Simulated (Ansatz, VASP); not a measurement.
One calculation of Hf, two programs

Contents of INCAR:

```
ALGO = Fast
EDIFF = 1E-7
ENCUT = 520
GGA = PS
ISIF = 2
ISMEAR = 0
LASPH = T
LCHARG = F
LREAL = F
LWAVE = F
NBANDS = 11
NELM = 100
PREC = Accurate
SIGMA = 0.15
```

The input KPOINTS:

```
k-points
0
Gamma
  20 20 20
```

The input POSCAR:

```
Hf
1.0
   -2.2188727668      1.8277037076      1.8277037076
    1.8277037076     -2.2188727668      1.8277037076
    1.8277037076      1.8277037076     -2.2188727668
Hf
1
Direct
    0.0000000000      0.0000000000      0.0000000000
```

Input for Ansatz:

```yaml
crystal:
  lattice:
    - [-2.2188727668, 1.8277037076, 1.8277037076]
    - [1.8277037076, -2.2188727668, 1.8277037076]
    - [1.8277037076, 1.8277037076, -2.2188727668]
  atoms:
    - { symbol: Hf, position: [0.0, 0.0, 0.0] }
basis:
  ecutwfc: 420
kpoints:
  mp_grid: { grid: [20, 20, 20] }
hamiltonian:
  xc: pbesol
scf:
  occupations: { method: gaussian, width: 0.15 }
output:
  forces: true
  stress: true
  eigenvalues: true
```

Alike in both runs: task single point; functional PBEsol; k mesh 20 × 20 × 20; occupations gaussian, width 0.15 eV; no spin polarisation.

|  | VASP | Ansatz |
| --- | --- | --- |
| version | VASP 6.6.1 | Ansatz 0.2.0 |
| potentials or method | VASP PAW PBE potentials, release 64 (Hf_pv), cutoff 520 eV | scalar-relativistic, plane waves, PAW |
| valence electrons in the cell | 10 | 26 |

Ansatz gave:

* gap on the k mesh at the Fermi level (eV): none
* pressure (GPa): -2.1
* traceless stress, the component that is largest in VASP (GPa): 16.55

**Question.** Estimate VASP's values.

**Answer.** gap on the k mesh at the Fermi level (eV): none; pressure (GPa): -2.4; traceless stress, the component that is largest in VASP (GPa): 16.43.

VASP's potentials were made for PBE, not for PBEsol. A gap of «none» marks a metal or a gap that the smearing closes. With one functional, cell and mesh, what is left measures potentials, basis and numerics. VASP's potentials hold 10 valence electrons a cell and Ansatz's 26, so a difference there can come from the potentials and not from the codes.

Spin-orbit coupling is off throughout.
